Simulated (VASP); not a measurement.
# Si (P6_3/mmc) in VASP: a series of runs

The runs below take Si through relaxation of shape and atoms at fixed volume, single point, with r2SCAN.

Everything below comes from runs of VASP 6.6.1. Logs are shortened: lines on timing, memory, paths and dates and some standing lists are left out, and cuts for length are marked.

**1. The cell of the first run**

The structure is hexagonal, space group P6_3/mmc (No. 194). Conventional cell: a = 2.677 Å, b = 2.677 Å, c = 4.590 Å, α = 90.00°, β = 90.00°, γ = 120.00°. Si (site symmetry -6m2) has 12 Si at 2.68 to 2.77 Å within 3.5 Å.

**2. Relaxation of shape and atoms at fixed volume, r2SCAN (volume scaled by 1.040)**

POSCAR

```
Si
1.0
    2.6768569975      0.0000000000      0.0000000000
   -1.3384284987      2.3182261622      0.0000000000
    0.0000000000      0.0000000000      4.5900656246
Si
2
Direct
    0.3333333333      0.6666666667      0.2500000000
    0.6666666667      0.3333333333      0.7500000000
```

INCAR.step1

```
ALGO = Normal
EDIFF = 1E-4
ENCUT = 600
GGA = PE
ISMEAR = 0
LASPH = T
LCHARG = F
LREAL = F
LWAVE = T
NELM = 60
PREC = Accurate
SIGMA = 0.05
```

INCAR.step2

```
ALGO = Normal
EDIFF = 1E-7
EDIFFG = -0.01
ENCUT = 600
IBRION = 2
ISIF = 4
ISMEAR = 0
ISTART = 1
LASPH = T
LCHARG = F
LMIXTAU = T
LREAL = F
LWAVE = F
METAGGA = R2SCAN
NELM = 60
NSW = 60
PREC = Accurate
SIGMA = 0.05
```

KPOINTS

```
k-points
0
Gamma
  20 20 10
```

Potentials or basis: VASP PAW PBE potentials, release 64 (Si).

On the command line:

```sh
$ cat potpaw_PBE.64/Si/POTCAR > POTCAR
$ cp INCAR.step1 INCAR
$ mpirun -np 1 vasp_std > vasp.out
$ cp INCAR.step2 INCAR
$ mpirun -np 1 vasp_std > vasp.out
```

OUTCAR:

```text
EDIFF = 1E-7
   EDIFFG = -0.01
   ENCUT = 600
   IBRION = 2
   ISIF = 4
   ISMEAR = 0
   ISTART = 1
   LASPH = T
   LREAL = F
   METAGGA = R2SCAN
   NELM = 60
   NSW = 60
   PREC = Accurate

 ion  position               nearest neighbor table
   1  0.333  0.667  0.250-   2 2.77   2 2.77   2 2.77   2 2.77   2 2.77   2 2.77
   2  0.667  0.333  0.750-   1 2.77   1 2.77   1 2.77   1 2.77   1 2.77   1 2.77

  LATTYP: Found a hexagonal cell.
 ALAT       =     2.6768569975
 C/A-ratio  =     1.7147220150

  Lattice vectors:

 A1 = (   2.6768569975,   0.0000000000,   0.0000000000)
 A2 = (  -1.3384284987,   2.3182261622,   0.0000000000)
 A3 = (   0.0000000000,   0.0000000000,   4.5900656246)

Analysis of symmetry for initial positions (statically):
=====================================================================
 Subroutine PRICEL returns:
 Original cell was already a primitive cell.

 Routine SETGRP: Setting up the symmetry group for a
 hexagonal supercell.

 Subroutine GETGRP returns: Found 24 space group operations
 (whereof 12 operations were pure point group operations)
 out of a pool of 24 trial point group operations.

The static configuration has the point symmetry D_3d.
 The point group associated with its full space group is D_6h.

Analysis of symmetry for dynamics (positions and initial velocities):
=====================================================================
 Subroutine PRICEL returns:
 Original cell was already a primitive cell.

 Routine SETGRP: Setting up the symmetry group for a
 hexagonal supercell.

 Subroutine GETGRP returns: Found 24 space group operations
 (whereof 12 operations were pure point group operations)
 out of a pool of 24 trial point group operations.

The dynamic configuration has the point symmetry D_3d.
 The point group associated with its full space group is D_6h.

 Subroutine INISYM returns: Found 24 space group operations
 (whereof 12 operations are pure point group operations),
 and found     1 'primitive' translations

----------------------------------------------------------------------------------------

                                     Primitive cell

  volume of cell :      28.4839

  direct lattice vectors                    reciprocal lattice vectors
     2.676856997  0.000000000  0.000000000     0.373572440  0.215682149  0.000000000
    -1.338428499  2.318226162  0.000000000     0.000000000  0.431364298  0.000000000
     0.000000000  0.000000000  4.590065625     0.000000000  0.000000000  0.217861809

  length of vectors
     2.676856997  2.676856998  4.590065625     0.431364298  0.431364298  0.217861809

  position of ions in fractional coordinates (direct lattice)
     0.333333333  0.666666667  0.250000000
     0.666666667  0.333333333  0.750000000

  ion indices of the primitive-cell ions
   primitive index   ion index
                 1           1
                 2           2

----------------------------------------------------------------------------------------

 KPOINTS: k-points

Automatic generation of k-mesh.
 Grid dimensions read from file:
 generate k-points for:   20   20   10

 Generating k-lattice:

  Cartesian coordinates                     Fractional coordinates (reciprocal lattice)
     0.018678622  0.010784107  0.000000000     0.050000000  0.000000000  0.000000000
     0.000000000  0.021568215  0.000000000     0.000000000  0.050000000  0.000000000
     0.000000000  0.000000000  0.021786181     0.000000000  0.000000000  0.100000000

  Length of vectors
     0.021568215  0.021568215  0.021786181

  Shift w.r.t. Gamma in fractional coordinates (k-lattice)
     0.000000000  0.000000000  0.000000000

 Subroutine IBZKPT returns following result:
 ===========================================

 Found    264 irreducible k-points:

 Following reciprocal coordinates:
            Coordinates               Weight
  0.000000  0.000000  0.000000      1.000000
  0.050000  0.000000  0.000000      6.000000
  0.100000 -0.000000  0.000000      6.000000
  0.150000  0.000000  0.000000      6.000000
  0.200000 -0.000000  0.000000      6.000000
  0.250000 -0.000000  0.000000      6.000000
[... 16 lines left out ...]
  0.200000  0.100000  0.000000     12.000000
  0.250000  0.100000  0.000000     12.000000
 [... further k-points ...]
   k-points           NKPTS =    264   k-points in BZ     NKDIM =    264   number of bands    NBANDS=      8
   number of dos      NEDOS =    301   number of ions     NIONS =      2
   total plane-waves  NPLWV =  23040
   dimension x,y,z NGX =    24 NGY =   24 NGZ =   40
   dimension x,y,z NGXF=    48 NGYF=   48 NGZF=   80
   ions per type =               2
   NGX,Y,Z   is equivalent  to a cutoff of  14.91, 14.91, 14.49 a.u.
   NGXF,Y,Z  is equivalent  to a cutoff of  29.81, 29.81, 28.97 a.u.
 SYSTEM =  unknown system
   PREC   = accura    normal or accurate (medium, high low for compatibility)
   ISTART =      1    job   : 0-new  1-cont  2-samecut
   ICHARG =      0    charge: 1-file 2-atom 10-const
   ISPIN  =      1    spin polarized calculation?
   LNONCOLLINEAR =      F non collinear calculations
   LSORBIT =      F    spin-orbit coupling
   LASPH  =      T    aspherical Exc in radial PAW
   ENCUT  =  600.0 eV  44.10 Ry    6.64 a.u.   5.35  5.35  9.17*2*pi/ulx,y,z
   NELM   =     60;   NELMIN=  2; NELMDL=  0     # of ELM steps
   EDIFF  = 0.1E-06   stopping-criterion for ELM
   LREAL  =      F    real-space projection
   EDIFFG = -.1E-01   stopping-criterion for IOM
   NSW    =     60    number of steps for IOM
   IBRION =      2    ionic relax: 0-MD 1-quasi-New 2-CG
   NFREE  =      1    steps in history (QN), initial steepest desc. (CG)
   ISIF   =      4    stress and relaxation
   ISYM   =      2    0-nonsym 1-usesym 2-fastsym
   POTIM  = 0.5000    time-step for ionic-motion
   TEBEG  =    0.0;   TEEND  =   0.0 temperature during run
   PSTRESS=    0.0 pullay stress
   NELECT =       8.0000    total number of electrons
   NUPDOWN=      -1.0000    fix difference up-down
   EMIN   =  10.00;   EMAX   =-10.00  energy-range for DOS
   EFERMI =   0.00;   METHOD = LEGACY
   ISMEAR =     0;   SIGMA  =   0.05  broadening in eV -4-tet -1-fermi 0-gaus
   EFERMI_NEDOS =   21; number of points for ismear=-14 and -15
   IALGO  =     38    algorithm
   IMIX   =      4    mixing-type and parameters
     AMIX     =   0.40;   BMIX     =  1.00
     AMIX_MAG =   1.60;   BMIX_MAG =  1.00
  volume/ion in A,a.u.               =      14.24        96.11
  Fermi-wavevector in a.u.,A,eV,Ry     =   1.072107  2.025989 15.638724  1.149414
  Thomas-Fermi vector in A             =   2.207867
   LORBIT       =      0    0 simple, 1 ext, 2 COOP (PROOUT), +10 PAW based schemes
   METAGGA = R2SCAN    functional components
   LHFCALC =     F    Hartree Fock is set to
   AEXX    =    0.0000 exact exchange contribution
   IVDW    =     0    specifies the selected vdW correction
   LEPSILON=     F    determine dielectric tensor
   LRPA    =     F    only Hartree local field effects (RPA)
 conjugate gradient relaxation of ions
 non-spin polarized calculation
 Gauss-broadening in eV      SIGMA  =   0.05
  energy-cutoff  :      600.00
  volume of cell :       28.48
 maximum number of plane-waves:       978
 NGX is ok and might be reduce to    24
   NGX = 11   NGY = 11   NGZ = 19

 number of electron       8.0000000 magnetization

 Free energy of the ion-electron system (eV)
  ---------------------------------------------------
  ext. energy  EPLUGINS =         0.00000000
  ---------------------------------------------------
  free energy    TOTEN  =       -16.12726911 eV

  energy without entropy =      -16.12630385  energy(sigma->0) =      -16.12678648

 E-fermi :  10.4382     XC(G=0): -12.0348

 val. band max:       10.4109072399   @ k =   0.3000   0.1500   0.0000
 cond. band min:      10.4411968693   @ k =   0.2500   0.2000   0.3000
 fundamental gap:      0.0302896295
 Fermi energy:        10.4381749960

 k-point     1 :       0.0000    0.0000    0.0000
  band No.  band energies     occupation
      1      -5.1054      2.00000
      2       1.6195      2.00000
      3       2.6328      2.00000
      4      20.1765      0.00000
      5      20.1765      0.00000
      6      21.3558      0.00000
      7      21.4220      0.00000
      8      21.4220      0.00000

 k-point     2 :       0.0500    0.0000    0.0000
  band No.  band energies     occupation
      1      -5.0335      2.00000
      2       1.6901      2.00000
      3       2.7011      2.00000
      4      18.9235      0.00000
      5      19.4815      0.00000
      6      20.9927      0.00000
      7      21.3545      0.00000
      8      22.1704      0.00000

 k-point     3 :       0.1000   -0.0000    0.0000
  band No.  band energies     occupation
      1      -4.8179      2.00000
      2       1.9019      2.00000
      3       2.9058      2.00000
      4      16.8576      0.00000
      5      18.4935      0.00000
      6      20.3864      0.00000
      7      21.2863      0.00000
      8      22.3257      0.00000

 k-point     4 :       0.1500    0.0000    0.0000
  band No.  band energies     occupation
      1      -4.4591      2.00000
      2       2.2538      2.00000
      3       3.2466      2.00000
      4      14.7021      0.00000
      5      17.5785      0.00000
      6      19.6637      0.00000
      7      20.4589      0.00000
      8      20.8278      0.00000

 k-point     5 :       0.2000   -0.0000    0.0000
  band No.  band energies     occupation
      1      -3.9578      2.00000
      2       2.7444      2.00000
      3       3.7230      2.00000
      4      12.5830      0.00000
      5      16.7739      0.00000
      6      18.4289      0.00000
      7      19.0795      0.00000
      8      19.5332      0.00000

 k-point     6 :       0.2500   -0.0000    0.0000
  band No.  band energies     occupation
      1      -3.3151      2.00000
      2       3.3710      2.00000
      3       4.3338      2.00000
      4      10.5450      0.00252
      5      16.0889      0.00000
      6      16.5877      0.00000
      7      17.7870      0.00000
      8      18.4093      0.00000

 k-point     7 :       0.3000    0.0000    0.0000
  band No.  band energies     occupation
      1      -2.5325      2.00000
      2       4.1288      2.00000
      3       5.0768      2.00000
      4       8.6116      2.00000
      5      14.7878      0.00000
      6      15.5267      0.00000
      7      15.9828      0.00000
      8      17.8603      0.00000
[... 133 lines left out ...]
 k-point    20 :       0.4500    0.0500    0.0000
  band No.  band energies     occupation
      1       1.2963      2.00000
      2       2.7952      2.00000
      3       7.8764      2.00000
      4       8.4899      2.00000
      5       9.3288      2.00000
      6      10.6799      0.00000
      7      13.4616      0.00000
      8      18.0220      0.00000

 k-point    21 :       0.1000    0.1000    0.0000
  band No.  band energies     occupation
      1      -4.2441      2.00000
      2       2.4644      2.00000
      3       3.4509      2.00000
      4      14.6817      0.00000
      5      15.1000      0.00000
      6      20.3192      0.00000
      7      20.4438      0.00000
      8      20.5268      0.00000

 k-point    22 :       0.1500    0.1000    0.0000
  band No.  band energies     occupation
      1      -3.7433      2.00000
      2       2.9539      2.00000
      3       3.9269      2.00000
      4      12.7494      0.00000
      5      14.0946      0.00000
      6      18.5958      0.00000
      7      19.3731      0.00000
      8      19.6879      0.00000

 k-point    23 :       0.2000    0.1000    0.0000
  band No.  band energies     occupation
      1      -3.1013      2.00000
      2       3.5791      2.00000
      3       4.5372      2.00000
      4      10.7334      0.00000
      5      13.3635      0.00000
      6      16.7688      0.00000
      7      17.7952      0.00000
      8      19.0715      0.00000

 k-point    24 :       0.2500    0.1000    0.0000
  band No.  band energies     occupation
      1      -2.3195      2.00000
      2       4.3349      2.00000
      3       5.2794      2.00000
      4       8.8084      2.00000
      5      12.7645      0.00000
      6      14.9937      0.00000
      7      16.0791      0.00000
      8      18.5549      0.00000

 [... further k-points ...]

------------------------ aborting loop because EDIFF is reached ----------------------------------------

  FORCE on cell =-STRESS in cart. coord.  units (eV):
  Direction    XX          YY          ZZ          XY          YZ          ZX
  --------------------------------------------------------------------------------------
  -------------------------------------------------------------------------------------
  Total       -0.5839644     -0.5839644     -0.5679209     -0.0000000      0.0000000      0.0000000
  in kB      -32.8471023    -32.8471023    -31.9446815     -0.0000000      0.0000000      0.0000000
  external PRESSURE =     -32.5462954 kB  Pullay stress =       0.0000000 kB

 VOLUME and BASIS-vectors are now :
 -----------------------------------------------------------------------------
  energy-cutoff  :      600.00
  volume of cell :       28.48
      direct lattice vectors                 reciprocal lattice vectors
     2.676856997  0.000000000  0.000000000     0.373572440  0.215682149  0.000000000
    -1.338428499  2.318226162  0.000000000     0.000000000  0.431364298  0.000000000
     0.000000000  0.000000000  4.590065625     0.000000000  0.000000000  0.217861809

 POSITION                                       TOTAL-FORCE (eV/Angst)
 -----------------------------------------------------------------------------------
     -0.00000      1.54548      1.14752        -0.000000      0.000000      0.000000
      1.33843      0.77274      3.44255         0.000000      0.000000      0.000000
 -----------------------------------------------------------------------------------
    total drift:                               -0.000000      0.000000     -0.000000

  FREE ENERGIE OF THE ION-ELECTRON SYSTEM (eV)
  ---------------------------------------------------
  free  energy   TOTEN  =       -16.1272691135 eV

  energy  without entropy=      -16.1263038460  energy(sigma->0) =      -16.12678648

 reached required accuracy - stopping structural energy minimisation
```

It took 99 s on 1 thread of Intel Xeon Platinum 8559C (Emerald Rapids), shared host; peak memory 0.2 GiB.

Results:

```
Free energy             : -16.1273 eV
Pressure after relaxing : -3.3 GPa
Band gap on the k mesh  : zero (band 4 reaches 20.18 eV, above the bottom of band 5 at 6.60 eV)
```

Stress tensor (GPa, compression positive):
```
-3.28  0.00  0.00
 0.00 -3.28  0.00
 0.00  0.00 -3.19
```

Final structure:
```xyz
2
Lattice="2.6769 0.0000 0.0000 -1.3384 2.3182 0.0000 0.0000 0.0000 4.5901" Properties=species:S:1:pos:R:3 pbc="T T T"
Si    0.0000    1.5455    1.1475
Si    1.3384    0.7727    3.4425
```

Caveat: the cell differs from its parent crystal (volume scaled by 1.040); the relaxation stopped at its first step, so nothing moved; the PAW data sets were made with another functional, which shifts forces and pressure a little.

**3. Relaxation of shape and atoms at fixed volume, r2SCAN (volume scaled by 0.720)**

POSCAR

```
Si
1.0
    2.3801549016      0.0000000000      0.0000000000
   -1.1900774508      2.0612746097      0.0000000000
    0.0000000000      0.0000000000      4.0193696586
Si
2
Direct
    0.3333333333      0.6666666667      0.2500000000
    0.6666666667      0.3333333333      0.7500000000
```

INCAR.step1

```
SYSTEM = Si
PREC = Accurate ; ENCUT = 600
ISMEAR = 0 ; SIGMA = 0.05
LREAL = .False. ; LASPH = .True.
NELM = 80 ; GGA = PE
ALGO = Normal ; EDIFF = 1E-4
LWAVE = .True. ; LCHARG = .False.
```

INCAR.step2

```
SYSTEM = Si
PREC = Accurate ; ENCUT = 600
EDIFF = 1E-6 ; ISMEAR = 0
SIGMA = 0.05 ; LREAL = .False.
LASPH = .True. ; NELM = 80
ALGO = Normal ; ISIF = 4
LWAVE = .False. ; LCHARG = .False.
METAGGA = R2SCAN ; LMIXTAU = .True.
IBRION = 2 ; NSW = 60
EDIFFG = -0.01 ; ISTART = 1
```

KPOINTS

```
Automatic mesh
0
Gamma
  22 22 12
  0 0 0
```

Potentials or basis: VASP PAW PBE potentials, release 64 (Si).

On the command line:

```sh
$ cat potpaw_PBE.64/Si/POTCAR > POTCAR
$ cp INCAR.step1 INCAR
$ mpirun -np 1 vasp_std > vasp.out
$ cp INCAR.step2 INCAR
$ mpirun -np 1 vasp_std > vasp.out
```

It took 6.4 min on 1 thread of Intel Xeon 6975P-C, shared host; peak memory 0.18 GiB.

Results (log left out):

```
Free energy               : -14.9039 eV
Energy gained by relaxing : 0.1 meV/atom
Ionic steps               : 3
Pressure after relaxing   : 71.4 GPa
Band gap on the k mesh    : zero (band 4 reaches 28.97 eV, above the bottom of band 5 at 12.44 eV)
```

Step by step:
```tsv
step	energy change (eV)	largest force (eV/Å)	pressure (GPa)	volume (Å³)
1	0.0000	0.0000	71.35	19.72
2	-0.0001	0.0000	71.38	19.72
3	-0.0001	0.0000	71.37	19.72
```

Final structure:
```
CELL_PARAMETERS angstrom
2.37819 0.00000 0.00000
-1.18909 2.05957 0.00000
0.00000 0.00000 4.02602
ATOMIC_POSITIONS crystal
Si 0.33333 0.66667 0.25000
Si 0.66667 0.33333 0.75000
```

Levels at points of the mesh, in eV from the Fermi level:
| k point | band 1 | band 2 | band 3 | band 4 | band 5 | band 6 | band 7 | band 8 |
| --- | --- | --- | --- | --- | --- | --- | --- | --- |
| (0.00, 0.00, 0.00) | -19.46 | -10.56 | -9.91 | 12.94 | 12.98 | 12.98 | 13.06 | 13.06 |
| (0.50, 0.00, 0.00) | -10.79 | -10.66 | -2.62 | -1.88 | -1.54 | -0.72 | 5.63 | 8.58 |
| (0.00, 0.00, 0.50) | -17.11 | -17.11 | 0.72 | 0.72 | 14.07 | 14.07 | 14.07 | 14.07 |
| (0.50, 0.00, 0.50) | -9.19 | -9.19 | -7.55 | -7.55 | 7.09 | 7.09 | 7.59 | 7.59 |

Caveat: the cell differs from its parent crystal (volume scaled by 0.720); the PAW data sets were made with another functional, which shifts forces and pressure a little.

**4. Relaxation of shape and atoms at fixed volume, r2SCAN**

This run uses another cell than the first one, of 13.69 Å³/atom, 0.962 times its volume.

POSCAR

```
Si
1.0
    2.6411120879      0.0000000000      0.0000000000
   -1.3205560439      2.2872701623      0.0000000000
    0.0000000000      0.0000000000      4.5337986798
Si
2
Direct
    0.3333333333      0.6666666667      0.2500000000
    0.6666666667      0.3333333333      0.7500000000
```

INCAR.step1

```
SYSTEM = Si
PREC = Accurate
ENCUT = 600
ISMEAR = 0
SIGMA = 0.05
LREAL = .False.
LASPH = .True.
NELM = 100
GGA = PE
ALGO = Normal
EDIFF = 1E-4
LWAVE = .True.
LCHARG = .False.
```

INCAR.step2

```
SYSTEM = Si
PREC = Accurate
ENCUT = 600
EDIFF = 1E-6
ISMEAR = 0
SIGMA = 0.05
LREAL = .False.
LASPH = .True.
NELM = 100
ALGO = Normal
ISIF = 4
LWAVE = .False.
LCHARG = .False.
METAGGA = R2SCAN
LMIXTAU = .True.
IBRION = 2
NSW = 60
EDIFFG = -0.01
ISTART = 1
```

KPOINTS

```
Automatic mesh
0
Gamma
  20 20 10
  0 0 0
```

On the command line:

```sh
$ cat potpaw_PBE.64/Si/POTCAR > POTCAR
$ cp INCAR.step1 INCAR
$ mpirun -np 1 vasp_std > vasp.out
$ cp INCAR.step2 INCAR
$ mpirun -np 1 vasp_std > vasp.out
```

Wall time 4.4 min (1 thread of Intel Xeon 6975P-C, shared host); peak memory 0.2 GiB.

It converged, with:

```
Free energy               : -16.1383 eV
Energy gained by relaxing : 0.0 meV/atom
Ionic steps               : 2
Pressure after relaxing   : 0.1 GPa
Band gap on the k mesh    : zero (band 4 reaches 21.07 eV, above the bottom of band 5 at 7.13 eV)
```

Stress tensor (GPa, compression positive):
```
0.10 0.00 0.00
0.00 0.10 0.00
0.00 0.00 0.00
```

Final structure:
```
CELL_PARAMETERS angstrom
2.64214 0.00000 0.00000
-1.32107 2.28816 0.00000
0.00000 0.00000 4.53028
ATOMIC_POSITIONS crystal
Si 0.33333 0.66667 0.25000
Si 0.66667 0.33333 0.75000
```

Levels at points of the mesh, in eV from the Fermi level:
```tsv
k point	band 2	band 3	band 4	band 5	band 6	band 7
(0.00, 0.00, 0.00)	-8.94	-8.09	10.11	10.11	11.25	11.25
(0.50, 0.00, 0.00)	-8.43	-2.19	-1.87	-1.49	-0.19	4.25
(0.00, 0.00, 0.50)	-14.06	0.38	0.38	11.59	11.59	11.59
(0.50, 0.00, 0.50)	-7.20	-6.49	-6.49	5.87	5.87	6.24
```

Caveat: the PAW data sets were made with another functional, which shifts forces and pressure a little.

[end of part 1 of 2]
